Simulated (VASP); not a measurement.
# Cd (Im-3m) in VASP: notebook

Cd is run at these levels: LDA; tasks: relaxation of cell and atoms.

Everything below comes from runs of VASP 6.6.1. Logs are shortened: lines on timing, memory, paths and dates and some standing lists are left out, and cuts for length are marked.

## (1) The cell of the first run

The structure is cubic, space group Im-3m (No. 229). Conventional cell: a = 3.510 Å, b = 3.510 Å, c = 3.510 Å, α = 90.00°, β = 90.00°, γ = 90.00°. Within 4.0 Å of Cd (site symmetry m-3m) lie 14 Cd at 3.04 to 3.51 Å.

This isn't the form of Cd at room conditions, which is hcp.

## (2) Relaxation of cell and atoms, LDA

INCAR

```
SYSTEM = Cd
  PREC = Accurate
  ENCUT = 500
  EDIFF = 1E-7
  ISMEAR = 0
  SIGMA = 0.05
  LREAL = .FALSE.
  LASPH = .TRUE.
  NELM = 120
  ALGO = Normal
  ISIF = 3
  LWAVE = .FALSE.
  LCHARG = .FALSE.
  GGA = CA
  IBRION = 2
  NSW = 60
  EDIFFG = -0.02
  GGA_COMPAT = .FALSE.
  NELMIN = 4
```

KPOINTS

```
Automatic mesh
0
G
  19 19 19
  0 0 0
```

POSCAR

```
Cd
1.0
   -1.7550000000      1.7550000000      1.7550000000
    1.7550000000     -1.7550000000      1.7550000000
    1.7550000000      1.7550000000     -1.7550000000
Cd
1
Direct
    0.0000000000      0.0000000000      0.0000000000
```

Potentials or basis: VASP PAW LDA potentials, release 64 (Cd).

On the command line:

```
$ cat potpaw_LDA.64/Cd/POTCAR > POTCAR
$ mpirun -np 1 vasp_std > vasp.out
```

OUTCAR:

```text
SYSTEM = Cd
   PREC = Accurate
   ENCUT = 500
   EDIFF = 1E-7
   ISMEAR = 0
   LREAL = .FALSE.
   LASPH = .TRUE.
   NELM = 120
   ISIF = 3
   GGA = CA
   IBRION = 2
   NSW = 60
   EDIFFG = -0.02
   NELMIN = 4

 ion  position               nearest neighbor table
   1  0.000  0.000  0.000-

  LATTYP: Found a body centered cubic cell.
 ALAT       =     3.5100000000

  Lattice vectors:

 A1 = (  -1.7550000000,   1.7550000000,   1.7550000000)
 A2 = (   1.7550000000,  -1.7550000000,   1.7550000000)
 A3 = (   1.7550000000,   1.7550000000,  -1.7550000000)

Analysis of symmetry for initial positions (statically):
=====================================================================
 Subroutine PRICEL returns:
 Original cell was already a primitive cell.

 Routine SETGRP: Setting up the symmetry group for a
 body centered cubic supercell.

 Subroutine GETGRP returns: Found 48 space group operations
 (whereof 48 operations were pure point group operations)
 out of a pool of 48 trial point group operations.

The static configuration has the point symmetry O_h .

Analysis of symmetry for dynamics (positions and initial velocities):
=====================================================================
 Subroutine PRICEL returns:
 Original cell was already a primitive cell.

 Routine SETGRP: Setting up the symmetry group for a
 body centered cubic supercell.

 Subroutine GETGRP returns: Found 48 space group operations
 (whereof 48 operations were pure point group operations)
 out of a pool of 48 trial point group operations.

The dynamic configuration has the point symmetry O_h .

 Subroutine INISYM returns: Found 48 space group operations
 (whereof 48 operations are pure point group operations),
 and found     1 'primitive' translations

----------------------------------------------------------------------------------------

                                     Primitive cell

  volume of cell :      21.6218

  direct lattice vectors                    reciprocal lattice vectors
    -1.755000000  1.755000000  1.755000000     0.000000000  0.284900285  0.284900285
     1.755000000 -1.755000000  1.755000000     0.284900285  0.000000000  0.284900285
     1.755000000  1.755000000 -1.755000000     0.284900285  0.284900285  0.000000000

  length of vectors
     3.039749167  3.039749167  3.039749167     0.402909847  0.402909847  0.402909847

  position of ions in fractional coordinates (direct lattice)
     0.000000000  0.000000000  0.000000000

  ion indices of the primitive-cell ions
   primitive index   ion index
                 1           1

----------------------------------------------------------------------------------------

 KPOINTS: Automatic mesh

Automatic generation of k-mesh.
 Grid dimensions read from file:
 generate k-points for:   19   19   19

 Generating k-lattice:

  Cartesian coordinates                     Fractional coordinates (reciprocal lattice)
     0.000000000  0.014994752  0.014994752     0.052631579  0.000000000  0.000000000
     0.014994752  0.000000000  0.014994752     0.000000000  0.052631579  0.000000000
     0.014994752  0.014994752  0.000000000     0.000000000  0.000000000  0.052631579

  Length of vectors
     0.021205781  0.021205781  0.021205781

  Shift w.r.t. Gamma in fractional coordinates (k-lattice)
     0.000000000  0.000000000  0.000000000

 Subroutine IBZKPT returns following result:
 ===========================================

 Found    220 irreducible k-points:

 Following reciprocal coordinates:
            Coordinates               Weight
  0.000000  0.000000  0.000000      1.000000
  0.052632  0.000000  0.000000     12.000000
  0.105263  0.000000  0.000000     12.000000
  0.157895  0.000000  0.000000     12.000000
  0.210526  0.000000  0.000000     12.000000
  0.263158  0.000000  0.000000     12.000000
[... 16 lines left out ...]
  0.263158  0.105263  0.000000     48.000000
  0.315789  0.105263  0.000000     48.000000
 [... further k-points ...]
   k-points           NKPTS =    220   k-points in BZ     NKDIM =    220   number of bands    NBANDS=     10
   number of dos      NEDOS =    301   number of ions     NIONS =      1
   total plane-waves  NPLWV =  13824
   dimension x,y,z NGX =    24 NGY =   24 NGZ =   24
   dimension x,y,z NGXF=    48 NGYF=   48 NGZF=   48
   ions per type =               1
   NGX,Y,Z   is equivalent  to a cutoff of  13.13, 13.13, 13.13 a.u.
   NGXF,Y,Z  is equivalent  to a cutoff of  26.25, 26.25, 26.25 a.u.
 SYSTEM =  Cd
   PREC   = accura    normal or accurate (medium, high low for compatibility)
   ISTART =      0    job   : 0-new  1-cont  2-samecut
   ICHARG =      2    charge: 1-file 2-atom 10-const
   ISPIN  =      1    spin polarized calculation?
   LNONCOLLINEAR =      F non collinear calculations
   LSORBIT =      F    spin-orbit coupling
   LASPH  =      T    aspherical Exc in radial PAW
   ENCUT  =  500.0 eV  36.75 Ry    6.06 a.u.   5.54  5.54  5.54*2*pi/ulx,y,z
   NELM   =    120;   NELMIN=  4; NELMDL= -5     # of ELM steps
   EDIFF  = 0.1E-06   stopping-criterion for ELM
   LREAL  =      F    real-space projection
   EDIFFG = -.2E-01   stopping-criterion for IOM
   NSW    =     60    number of steps for IOM
   IBRION =      2    ionic relax: 0-MD 1-quasi-New 2-CG
   NFREE  =      1    steps in history (QN), initial steepest desc. (CG)
   ISIF   =      3    stress and relaxation
   ISYM   =      2    0-nonsym 1-usesym 2-fastsym
   POTIM  = 0.5000    time-step for ionic-motion
   TEBEG  =    0.0;   TEEND  =   0.0 temperature during run
   PSTRESS=    0.0 pullay stress
   NELECT =      12.0000    total number of electrons
   NUPDOWN=      -1.0000    fix difference up-down
   EMIN   =  10.00;   EMAX   =-10.00  energy-range for DOS
   EFERMI =   0.00;   METHOD = LEGACY
   ISMEAR =     0;   SIGMA  =   0.05  broadening in eV -4-tet -1-fermi 0-gaus
   EFERMI_NEDOS =   21; number of points for ismear=-14 and -15
   IALGO  =     38    algorithm
   IMIX   =      4    mixing-type and parameters
     AMIX     =   0.40;   BMIX     =  1.00
     AMIX_MAG =   1.60;   BMIX_MAG =  1.00
  volume/ion in A,a.u.               =      21.62       145.91
  Fermi-wavevector in a.u.,A,eV,Ry     =   1.345359  2.542360 24.626414  1.809990
  Thomas-Fermi vector in A             =   2.473278
   LORBIT       =      0    0 simple, 1 ext, 2 COOP (PROOUT), +10 PAW based schemes
   GGA     = CA    functional components
   LHFCALC =     F    Hartree Fock is set to
   AEXX    =    0.0000 exact exchange contribution
   IVDW    =     0    specifies the selected vdW correction
   LEPSILON=     F    determine dielectric tensor
   LRPA    =     F    only Hartree local field effects (RPA)
 conjugate gradient relaxation of ions
 non-spin polarized calculation
 Gauss-broadening in eV      SIGMA  =   0.05
  energy-cutoff  :      500.00
  volume of cell :       21.62
 maximum number of plane-waves:       567
   NGX = 11   NGY = 11   NGZ = 11

--------------------------------------- Ionic step        1  -------------------------------------------

 number of electron      11.9999994 magnetization

 Free energy of the ion-electron system (eV)
  ---------------------------------------------------
  ext. energy  EPLUGINS =         0.00000000
  ---------------------------------------------------
  free energy    TOTEN  =        -1.42684866 eV

  energy without entropy =       -1.42660271  energy(sigma->0) =       -1.42672569

------------------------ aborting loop because EDIFF is reached ----------------------------------------

  FORCE on cell =-STRESS in cart. coord.  units (eV):
  Direction    XX          YY          ZZ          XY          YZ          ZX
  --------------------------------------------------------------------------------------
  -------------------------------------------------------------------------------------
  Total       -0.4081815     -0.4081815     -0.4081815      0.0000000      0.0000000      0.0000000
  in kB      -30.2463222    -30.2463222    -30.2463222      0.0000000      0.0000000      0.0000000
  external PRESSURE =     -30.2463222 kB  Pullay stress =       0.0000000 kB

 VOLUME and BASIS-vectors are now :
 -----------------------------------------------------------------------------
  energy-cutoff  :      500.00
  volume of cell :       21.62
      direct lattice vectors                 reciprocal lattice vectors
    -1.755000000  1.755000000  1.755000000     0.000000000  0.284900285  0.284900285
     1.755000000 -1.755000000  1.755000000     0.284900285  0.000000000  0.284900285
     1.755000000  1.755000000 -1.755000000     0.284900285  0.284900285  0.000000000
[... 36 lines left out ...]
 POSITION                                       TOTAL-FORCE (eV/Angst)
 -----------------------------------------------------------------------------------
      0.00000      0.00000      0.00000         0.000000      0.000000     -0.000000
 -----------------------------------------------------------------------------------
    total drift:                               -0.000000      0.000000      0.000000

  FREE ENERGIE OF THE ION-ELECTRON SYSTEM (eV)
  ---------------------------------------------------
  free  energy   TOTEN  =        -1.4381243949 eV

  energy  without entropy=       -1.4377410820  energy(sigma->0) =       -1.43793274

--------------------------------------- Ionic step        3  -------------------------------------------

 number of electron      12.0000003 magnetization

 Free energy of the ion-electron system (eV)
  ---------------------------------------------------
  ext. energy  EPLUGINS =         0.00000000
  ---------------------------------------------------
  free energy    TOTEN  =        -1.43824894 eV

  energy without entropy =       -1.43789098  energy(sigma->0) =       -1.43806996

 E-fermi :   3.2302     XC(G=0): -11.6683

 val. band max:        3.2199090284   @ k =   0.3684   0.2632   0.0000
 cond. band min:       3.2679146676   @ k =  -0.4211   0.4737   0.3158
 fundamental gap:      0.0480056392
 Fermi energy:         3.2301894208

 k-point     1 :       0.0000    0.0000    0.0000
  band No.  band energies     occupation
      1      -6.2785      2.00000
      2      -6.2785      2.00000
      3      -6.2785      2.00000
      4      -6.2302      2.00000
      5      -5.5233      2.00000
      6      -5.5233      2.00000
      7      19.0372      0.00000
      8      19.0372      0.00000
      9      19.0372      0.00000
     10      20.3259      0.00000

 k-point     2 :       0.0526    0.0000    0.0000
  band No.  band energies     occupation
      1      -6.2893      2.00000
      2      -6.2800      2.00000
      3      -6.2479      2.00000
      4      -6.1459      2.00000
      5      -5.5344      2.00000
      6      -5.5228      2.00000
      7      18.3187      0.00000
      8      18.8697      0.00000
      9      18.9525      0.00000
     10      19.7260      0.00000
[... 274 lines left out ...]
 k-point    24 :       0.3158    0.1053    0.0000
  band No.  band energies     occupation
      1      -6.6427      2.00000
      2      -6.5446      2.00000
      3      -5.6228      2.00000
      4      -5.5484      2.00000
      5      -5.3222      2.00000
      6      -1.6784      2.00000
      7       6.1377      0.00000
      8      11.5284      0.00000
      9      13.7411      0.00000
     10      18.3351      0.00000

 [... further k-points ...]
[... 5 lines left out ...]
  --------------------------------------------------------------------------------------
  -------------------------------------------------------------------------------------
  Total        0.0009909      0.0009909      0.0009909      0.0000000     -0.0000000      0.0000000
  in kB        0.0775205      0.0775205      0.0775205      0.0000000     -0.0000000      0.0000000
  external PRESSURE =       0.0775205 kB  Pullay stress =       0.0000000 kB

 VOLUME and BASIS-vectors are now :
 -----------------------------------------------------------------------------
  energy-cutoff  :      500.00
  volume of cell :       20.48
      direct lattice vectors                 reciprocal lattice vectors
    -1.723525122  1.723525122  1.723525122     0.000000000  0.290103111  0.290103111
     1.723525122 -1.723525122  1.723525122     0.290103111  0.000000000  0.290103111
     1.723525122  1.723525122 -1.723525122     0.290103111  0.290103111  0.000000000

 POSITION                                       TOTAL-FORCE (eV/Angst)
 -----------------------------------------------------------------------------------
      0.00000      0.00000      0.00000        -0.000000      0.000000     -0.000000
 -----------------------------------------------------------------------------------
    total drift:                               -0.000000      0.000000      0.000000

  FREE ENERGIE OF THE ION-ELECTRON SYSTEM (eV)
  ---------------------------------------------------
  free  energy   TOTEN  =        -1.4382489404 eV

  energy  without entropy=       -1.4378909769  energy(sigma->0) =       -1.43806996

 reached required accuracy - stopping structural energy minimisation
```

Run time: 23 s. Hardware: 1 thread of Intel Xeon 6975P-C (Granite Rapids), shared host; peak memory 0.17 GiB.

Results:

- Free energy: -1.4382 eV
- Relaxed volume: 20.48 Å³/atom
- Relaxed cell: a = 2.985 Å, b = 2.985 Å, c = 2.985 Å, α = 109.47°, β = 109.47°, γ = 109.47°
- Space group after relaxing (to 0.1 Å): Im-3m (No. 229)
- Energy gained by relaxing: 11.4 meV/atom
- Ionic steps: 3
- Pressure after relaxing: 0.0 GPa
- Band gap on the k mesh: zero (bands 6 and 7 overlap by 3.80 eV)

The path:
| step | energy change (eV) | largest force (eV/Å) | pressure (GPa) | volume (Å³) |
| --- | --- | --- | --- | --- |
| 1 | 0.0000 | 0.0000 | -3.02 | 21.62 |
| 2 | -0.0113 | 0.0000 | 0.35 | 20.37 |
| 3 | -0.0114 | 0.0000 | 0.01 | 20.48 |

Final structure:
```xyz
1
Lattice="-1.7235 1.7235 1.7235 1.7235 -1.7235 1.7235 1.7235 1.7235 -1.7235" Properties=species:S:1:pos:R:3 pbc="T T T"
Cd    0.0000    0.0000    0.0000
```

## (3) Relaxation of cell and atoms, LDA, target pressure 5 GPa, at which the enthalpy is minimised

INCAR

```
PREC = Accurate
ENCUT = 500
EDIFF = 1E-7
ISMEAR = 0
SIGMA = 0.05
LREAL = F
LASPH = T
NELM = 120
ALGO = Normal
ISIF = 3
LWAVE = F
LCHARG = F
GGA = CA
IBRION = 2
NSW = 60
EDIFFG = -0.02
PSTRESS = 50.0
GGA_COMPAT = F
NELMIN = 4
```

KPOINTS

```
regular mesh
0
Gamma
  19 19 19
```

POSCAR is that of step 2.

Potentials or basis: VASP PAW LDA potentials, release 64 (Cd).

On the command line:

```
$ cat potpaw_LDA.64/Cd/POTCAR > POTCAR
$ mpirun -np 1 vasp_std > vasp.out
```

It took 24 s on 1 thread of Intel Xeon 6975P-C (Granite Rapids), shared host; peak memory 0.17 GiB.

Results (log left out):

| Property | Result |
| --- | --- |
| Free energy | -1.4195 eV |
| Relaxed volume | 19.19 Å³/atom |
| Relaxed cell | a = 2.921 Å, b = 2.921 Å, c = 2.921 Å, α = 109.47°, β = 109.47°, γ = 109.47° |
| Space group after relaxing (to 0.1 Å) | Im-3m (No. 229) |
| Energy change on relaxing (the run minimises the enthalpy) | +7.4 meV/atom |
| Ionic steps | 3 |
| Pressure after relaxing | 5.0 GPa |
| Band gap on the k mesh | zero (bands 6 and 7 overlap by 3.75 eV) |

Step by step:
```
step  energy change (eV)  largest force (eV/Å)  pressure (GPa)  volume (Å³)
   1              0.0000                0.0000           -3.02        21.62
   2              0.0417                0.0000            9.21        18.41
   3              0.0074                0.0000            5.00        19.19
```

Final structure:
```
Cd
1.0
    -1.68666    1.68666    1.68666
     1.68666   -1.68666    1.68666
     1.68666    1.68666   -1.68666
Cd
1
Direct
  0.00000 0.00000 0.00000
```

Levels at points of the mesh, in eV from the Fermi level:
```tsv
k point	band 4	band 5	band 6	band 7	band 8	band 9
(0.00, 0.00, 0.00)	-9.81	-8.95	-8.95	16.02	16.02	16.02
```

Caveat: the cell is relaxed towards a set pressure, so the run minimises the enthalpy, not the energy.
